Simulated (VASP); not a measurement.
# Cd (Im-3m) in VASP: further runs

The runs below take Cd through single point, with PBEsol.

All numbers are computed with VASP 6.6.1; they aren't measurements. Logs are shortened: lines on timing, memory, paths and dates and some standing lists are left out, and cuts for length are marked.

### Step 1. The cell of the first run

The structure is cubic, space group Im-3m (No. 229). Conventional cell: a = 3.074 Å, b = 3.074 Å, c = 3.074 Å, α = 90.00°, β = 90.00°, γ = 90.00°. Within 3.5 Å of Cd (site symmetry m-3m) lie 14 Cd at 2.66 to 3.07 Å.

### Step 2. Single point, PBEsol (volume scaled by 0.68, level accurate)

INCAR

```
SYSTEM = Cd
PREC = Accurate
ENCUT = 520
EDIFF = 1E-6
ISMEAR = -1
SIGMA = 0.1
LREAL = .FALSE.
LASPH = .TRUE.
NELM = 80
ALGO = Normal
ISIF = 2
LWAVE = .FALSE.
LCHARG = .TRUE.
GGA = PS
LELF = .TRUE.
LVHAR = .TRUE.
NBANDS = 12
```

KPOINTS

```
regular mesh
0
G
  15 15 15
  0 0 0
```

POSCAR

```
Cd
1.0
   -1.5371724887      1.5371724887      1.5371724887
    1.5371724887     -1.5371724887      1.5371724887
    1.5371724887      1.5371724887     -1.5371724887
Cd
1
Direct
    0.0000000000      0.0000000000      0.0000000000
```

Potentials or basis: VASP PAW PBE potentials, release 64 (Cd).

Command:

```bash
> cat potpaw_PBE.64/Cd/POTCAR > POTCAR
> mpirun -np 1 vasp_std > vasp.out
```

OUTCAR:

```text
SYSTEM = Cd
   PREC = Accurate
   ENCUT = 520
   EDIFF = 1E-6
   ISMEAR = -1
   LREAL = .FALSE.
   LASPH = .TRUE.
   NELM = 80
   ISIF = 2
   GGA = PS

 ion  position               nearest neighbor table
   1  0.000  0.000  0.000-

  LATTYP: Found a body centered cubic cell.
 ALAT       =     3.0743449774

  Lattice vectors:

 A1 = (  -1.5371724887,   1.5371724887,   1.5371724887)
 A2 = (   1.5371724887,  -1.5371724887,   1.5371724887)
 A3 = (   1.5371724887,   1.5371724887,  -1.5371724887)

Analysis of symmetry for initial positions (statically):
=====================================================================
 Subroutine PRICEL returns:
 Original cell was already a primitive cell.

 Routine SETGRP: Setting up the symmetry group for a
 body centered cubic supercell.

 Subroutine GETGRP returns: Found 48 space group operations
 (whereof 48 operations were pure point group operations)
 out of a pool of 48 trial point group operations.

The static configuration has the point symmetry O_h .

Analysis of symmetry for dynamics (positions and initial velocities):
=====================================================================
 Subroutine PRICEL returns:
 Original cell was already a primitive cell.

 Routine SETGRP: Setting up the symmetry group for a
 body centered cubic supercell.

 Subroutine GETGRP returns: Found 48 space group operations
 (whereof 48 operations were pure point group operations)
 out of a pool of 48 trial point group operations.

The dynamic configuration has the point symmetry O_h .

 Subroutine INISYM returns: Found 48 space group operations
 (whereof 48 operations are pure point group operations),
 and found     1 'primitive' translations

----------------------------------------------------------------------------------------

                                     Primitive cell

  volume of cell :      14.5287

  direct lattice vectors                    reciprocal lattice vectors
    -1.537172489  1.537172489  1.537172489     0.000000000  0.325272540  0.325272540
     1.537172489 -1.537172489  1.537172489     0.325272540  0.000000000  0.325272540
     1.537172489  1.537172489 -1.537172489     0.325272540  0.325272540  0.000000000

  length of vectors
     2.662460850  2.662460850  2.662460850     0.460004838  0.460004838  0.460004838

[... 77 lines left out ...]
   NELM   =     80;   NELMIN=  2; NELMDL= -5     # of ELM steps
   EDIFF  = 0.1E-05   stopping-criterion for ELM
   LREAL  =      F    real-space projection
   EDIFFG = 0.1E-04   stopping-criterion for IOM
   NSW    =      0    number of steps for IOM
   IBRION =     -1    ionic relax: 0-MD 1-quasi-New 2-CG
   NFREE  =      0    steps in history (QN), initial steepest desc. (CG)
   ISIF   =      2    stress and relaxation
   ISYM   =      2    0-nonsym 1-usesym 2-fastsym
   POTIM  = 0.5000    time-step for ionic-motion
   TEBEG  =    0.0;   TEEND  =   0.0 temperature during run
   PSTRESS=    0.0 pullay stress
   NELECT =      12.0000    total number of electrons
   NUPDOWN=      -1.0000    fix difference up-down
   EMIN   =  10.00;   EMAX   =-10.00  energy-range for DOS
   EFERMI =   0.00;   METHOD = LEGACY
   ISMEAR =    -1;   SIGMA  =   0.10  broadening in eV -4-tet -1-fermi 0-gaus
   EFERMI_NEDOS =   21; number of points for ismear=-14 and -15
   IALGO  =     38    algorithm
   IMIX   =      4    mixing-type and parameters
     AMIX     =   0.40;   BMIX     =  1.00
     AMIX_MAG =   1.60;   BMIX_MAG =  1.00
  volume/ion in A,a.u.               =      14.53        98.04
  Fermi-wavevector in a.u.,A,eV,Ry     =   1.536005  2.902629 32.100382  2.359312
  Thomas-Fermi vector in A             =   2.642714
   LORBIT       =      0    0 simple, 1 ext, 2 COOP (PROOUT), +10 PAW based schemes
   GGA     = PS    functional components
   LHFCALC =     F    Hartree Fock is set to
   AEXX    =    0.0000 exact exchange contribution
   IVDW    =     0    specifies the selected vdW correction
   LEPSILON=     F    determine dielectric tensor
   LRPA    =     F    only Hartree local field effects (RPA)
 non-spin polarized calculation
  energy-cutoff  :      520.00
  volume of cell :       14.53
 maximum number of plane-waves:       402
   NGX =  9   NGY =  9   NGZ =  9

 number of electron      11.9999993 magnetization

 Free energy of the ion-electron system (eV)
  ---------------------------------------------------
  ext. energy  EPLUGINS =         0.00000000
  ---------------------------------------------------
  free energy    TOTEN  =        -0.23072054 eV

  energy without entropy =       -0.22028426  energy(sigma->0) =       -0.22550240

 E-fermi :   7.1796     XC(G=0): -13.5044

 val. band max:        7.1421075621   @ k =   0.4667   0.0000   0.0000
 cond. band min:       7.2098126627   @ k =  -0.4667   0.4667   0.0667
 fundamental gap:      0.0677051006
 Fermi energy:         7.1795794872

 k-point     1 :       0.0000    0.0000    0.0000
  band No.  band energies     occupation
      1      -6.1000      2.00000
      2      -4.4835      2.00000
      3      -4.4835      2.00000
      4      -4.4835      2.00000
      5      -3.0542      2.00000
      6      -3.0542      2.00000
      7      23.7422      0.00000
      8      23.7422      0.00000
      9      23.7422      0.00000
     10      29.4648      0.00000
     11      29.4648      0.00000
     12      29.8825      0.00000
[... 331 lines left out ...]
 k-point    24 :       0.4000    0.2000    0.0000
  band No.  band energies     occupation
      1      -5.3865      2.00000
      2      -4.9397      2.00000
      3      -3.5797      2.00000
      4      -3.1194      2.00000
      5      -2.6233      2.00000
      6       4.6836      2.00000
      7       7.1374      1.20787
      8      12.6788      0.00000
      9      18.5589      0.00000
     10      25.6644      0.00000
     11      29.1720      0.00000
     12      32.2680      0.00000

 [... further k-points ...]
[... 5 lines left out ...]
  --------------------------------------------------------------------------------------
  -------------------------------------------------------------------------------------
  Total        5.7695730      5.7695730      5.7695730      0.0000000     -0.0000000     -0.0000000
  in kB      636.2480368    636.2480368    636.2480368      0.0000000     -0.0000000     -0.0000000
  external PRESSURE =     636.2480368 kB  Pullay stress =       0.0000000 kB

 VOLUME and BASIS-vectors are now :
 -----------------------------------------------------------------------------
  energy-cutoff  :      520.00
  volume of cell :       14.53
      direct lattice vectors                 reciprocal lattice vectors
    -1.537172489  1.537172489  1.537172489     0.000000000  0.325272540  0.325272540
     1.537172489 -1.537172489  1.537172489     0.325272540  0.000000000  0.325272540
     1.537172489  1.537172489 -1.537172489     0.325272540  0.325272540  0.000000000

 POSITION                                       TOTAL-FORCE (eV/Angst)
 -----------------------------------------------------------------------------------
      0.00000      0.00000      0.00000         0.000000      0.000000      0.000000
 -----------------------------------------------------------------------------------
    total drift:                                0.000000     -0.000000      0.000000

  FREE ENERGIE OF THE ION-ELECTRON SYSTEM (eV)
  ---------------------------------------------------
  free  energy   TOTEN  =        -0.2307205418 eV

  energy  without entropy=       -0.2202842582  energy(sigma->0) =       -0.22550240
```

OSZICAR:

```text
N       E                     dE             d eps       ncg     rms          rms(c)
DAV:   1     0.718486055454E+02    0.71849E+02   -0.74069E+03  3128   0.108E+03
DAV:   2     0.685319794489E+00   -0.71163E+02   -0.68403E+02  3140   0.254E+02
DAV:   3    -0.392385615555E+00   -0.10777E+01   -0.10772E+01  3372   0.347E+01
DAV:   4    -0.393578345252E+00   -0.11927E-02   -0.11927E-02  3196   0.113E+00
DAV:   5    -0.393580401943E+00   -0.20567E-05   -0.20571E-05  3336   0.464E-02    0.103E+01
DAV:   6    -0.253614935108E+00    0.13997E+00   -0.29044E-01  3256   0.772E+00    0.664E+00
DAV:   7    -0.232999495164E+00    0.20615E-01   -0.37780E-02  3428   0.249E+00    0.227E+00
DAV:   8    -0.230709246058E+00    0.22902E-02   -0.36220E-03  3040   0.939E-01    0.115E-01
DAV:   9    -0.230715127590E+00   -0.58815E-05   -0.69840E-06  3320   0.281E-02    0.270E-02
DAV:  10    -0.230720416645E+00   -0.52891E-05   -0.22178E-06  3208   0.170E-02    0.331E-03
DAV:  11    -0.230720541832E+00   -0.12519E-06   -0.45628E-08  1588   0.273E-03
   1 F= -.23072054E+00 E0= -.22550240E+00  d E =-.104363E-01
```

stdout:

```text
POSCAR found type information on POSCAR Cd
 POSCAR found :  1 types and       1 ions
 scaLAPACK will be used
 -----------------------------------------------------------------------------
|                                                                             |
|                                                                             |
|     You enforced a specific xc type in the INCAR file but a different       |
|     I HOPE YOU KNOW WHAT YOU ARE DOING!                                     |
|                                                                             |
 -----------------------------------------------------------------------------

 LDA part: xc-table for (Slater+PW92), standard interpolation
 POSCAR, INCAR and KPOINTS ok, starting setup
 FFT: planning ... GRIDC
 FFT: planning ... GRID_SOFT
 FFT: planning ... GRID
 WAVECAR not read
 entering main loop
```

Wall time 11 s (1 thread of Intel Xeon 6975P-C, shared host); peak memory 0.13 GiB.

What came out:

| Quantity | Value |
| --- | --- |
| Free energy | -0.2307 eV |
| Pressure | 63.6 GPa |
| Band gap on the k mesh | zero (band 6 reaches 9.95 eV, above the bottom of band 7 at 6.79 eV) |

Levels at points of the mesh, in eV from the Fermi level:
```
           k point  band 4  band 5  band 6  band 7  band 8  band 9
(0.00, 0.00, 0.00)  -11.66  -10.23  -10.23   16.56   16.56   16.56
```

Caveat: the PAW data sets were made with another functional, which shifts forces and pressure a little.

### Step 3. Single point, PBEsol (volume scaled by 0.76)

INCAR

```
SYSTEM = Cd
  ALGO = Normal
  EDIFF = 1E-6
  ENCUT = 520
  GGA = PS
  ISIF = 2
  ISMEAR = -1
  LASPH = .True.
  LCHARG = .False.
  LREAL = .False.
  LWAVE = .False.
  NBANDS = 12
  NELM = 80
  PREC = Accurate
  SIGMA = 0.1
```

KPOINTS

```
k-points
0
Gamma
  15 15 15
  0 0 0
```

POSCAR

```
Cd
1.0
   -1.5952331391      1.5952331391      1.5952331391
    1.5952331391     -1.5952331391      1.5952331391
    1.5952331391      1.5952331391     -1.5952331391
Cd
1
Direct
    0.0000000000      0.0000000000      0.0000000000
```

Potentials or basis: VASP PAW PBE potentials, release 64 (Cd).

Command:

```bash
> cat potpaw_PBE.64/Cd/POTCAR > POTCAR
> mpirun -np 1 vasp_std > vasp.out
```

It took 12 s on 1 thread of Intel Xeon 6975P-C, shared host; peak memory 0.15 GiB.

Results (log left out):

| Item | Value |
| --- | --- |
| Free energy | -0.7314 eV |
| Pressure | 33.2 GPa |
| Band gap on the k mesh | zero (band 6 reaches 8.58 eV, above the bottom of band 7 at 5.18 eV) |

Levels at points of the mesh, in eV from the Fermi level:
```csv
k point,band 3,band 4,band 5,band 6,band 7,band 8,band 9,band 10
"(0.00, 0.00, 0.00)",-10.78,-10.78,-9.61,-9.61,16.42,16.42,16.42,20.84
```

Caveat: the PAW data sets were made with another functional, which shifts forces and pressure a little.

### Step 4. Single point, PBEsol (volume scaled by 0.76)

INCAR

```
PREC     = Accurate       # precision mode
ENCUT    = 520            # plane-wave cutoff, eV
EDIFF    = 1E-7           # SCF threshold, eV
ISMEAR   = -1             # smearing method
SIGMA    = 0.1            # smearing width, eV
LREAL    = False          # projectors in reciprocal space
LASPH    = True           # aspherical terms in the spheres
NELM     = 80             # most SCF steps
ALGO     = Normal         # electronic algorithm
ISIF     = 2              # what is computed and relaxed
LWAVE    = False          # write WAVECAR
LCHARG   = False          # write CHGCAR
GGA      = PS             # functional
NBANDS   = 12             # bands
```

KPOINTS

```
regular mesh
0
Gamma
  15 15 15
```

POSCAR is that of step 3.

Command:

```bash
> cat potpaw_PBE.64/Cd/POTCAR > POTCAR
> mpirun -np 1 vasp_std > vasp.out
```

It took 11 s on 1 thread of Intel Xeon 6975P-C, shared host; peak memory 0.15 GiB.

The run converged. Its results:

* Free energy: -0.7314 eV
* Pressure: 33.2 GPa
* Band gap on the k mesh: zero (band 6 reaches 8.58 eV, above the bottom of band 7 at 5.18 eV)

Levels at points of the mesh, in eV from the Fermi level:
```
           k point  band 2  band 3  band 4  band 5  band 6  band 7  band 8  band 9  band 10  band 11
(0.00, 0.00, 0.00)  -10.78  -10.78  -10.78   -9.61   -9.61   16.42   16.42   16.42    20.84    20.84
```

Caveat: the PAW data sets were made with another functional, which shifts forces and pressure a little.

### Step 5. Single point, PBEsol (volume scaled by 0.84)

INCAR: that of step 4 with these lines changed.

```diff
@@ -7,3 +7,3 @@
 LASPH    = True           # aspherical terms in the spheres
-NELM     = 80             # most SCF steps
+NELM     = 60             # most SCF steps
 ALGO     = Normal         # electronic algorithm
```

KPOINTS is that of step 4.

POSCAR

```
Cd
1.0
   -1.6493496309      1.6493496309      1.6493496309
    1.6493496309     -1.6493496309      1.6493496309
    1.6493496309      1.6493496309     -1.6493496309
Cd
1
Direct
    0.0000000000      0.0000000000      0.0000000000
```

Command:

```bash
> cat potpaw_PBE.64/Cd/POTCAR > POTCAR
> mpirun -np 1 vasp_std > vasp.out
```

It took 13 s on 1 thread of Intel Xeon 6975P-C, shared host; peak memory 0.15 GiB.

It converged, with:

```
Free energy            : -0.9857 eV
Pressure               : 16.0 GPa
Band gap on the k mesh : zero (band 6 reaches 7.42 eV, above the bottom of band 7 at 3.90 eV)
```

Levels at points of the mesh, in eV from the Fermi level:
| k point | band 4 | band 5 | band 6 | band 7 | band 8 | band 9 |
| --- | --- | --- | --- | --- | --- | --- |
| (0.00, 0.00, 0.00) | -10.14 | -9.18 | -9.18 | 16.17 | 16.17 | 16.17 |

Caveat: the PAW data sets were made with another functional, which shifts forces and pressure a little.

### Step 6. Overview

```csv
cell,gap on the mesh (eV),pressure (GPa)
"a = 2.662 Å, angles 109.5°, 1 atom",none,63.6
"a = 2.763 Å, angles 109.5°, 1 atom",none,33.2
"a = 2.857 Å, angles 109.5°, 1 atom",none,16.0
```

Alike in all rows: task single point; level PBEsol; potentials or basis VASP PAW PBE potentials, release 64 (Cd); no spin polarisation; k mesh 15 × 15 × 15; cutoff (eV) 520; smearing fermi-dirac 0.1 eV.

Caveats: the PAW data sets were made with another functional, which shifts forces and pressure a little.

Total energies depend on the potentials used, so only differences within one code and one set of settings carry meaning.
